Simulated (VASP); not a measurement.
Runs of VASP 6.6.1 on AlFe. The structure is that of space group Pm-3m (No. 221), or close to it. The cells are those of the table. 

```tsv
cell	k mesh for the DOS	occupations for the DOS	gap on the mesh (eV)	pressure (GPa)	moment (μB)
a = 2.816 Å, 2 atoms	-	-	none	6.5	(a)
a = 2.726 Å, 2 atoms	-	-	none	32.2	0.58
a = 2.757 Å, 2 atoms	-	-	none	22.3	(b)
a = 2.901 Å, 2 atoms	-	-	none	-9.6	0.69
a = 2.787 Å, 2 atoms	-	-	none	13.7	0.63
a = 2.845 Å, 2 atoms	21 × 21 × 21	tetrahedron	-	-	0.66
a = 2.873 Å, 2 atoms	-	-	none	-5.1	0.67
a = 2.937 Å, 2 atoms	-	-	none	-14.5	0.73
a = 2.910 Å, 2 atoms	-	-	none	-10.9	0.70
```

Alike in all rows: task single point; level PBEsol; potentials or basis VASP PAW PBE potentials, release 64 (Al, Fe); spin collinear, ferromagnetic start; k mesh 14 × 14 × 14; cutoff (eV) 520; smearing gaussian 0.1 eV.

Q: Estimate the missing entries.

A: (a) 0.64; (b) 0.61.

Caveats: the PAW data sets were made with another functional, which shifts forces and pressure a little; the cell stands under pressure (at least some runs); the cell stands under tension (at least some runs).

A gap of «none» marks levels without a gap at the run's occupations.
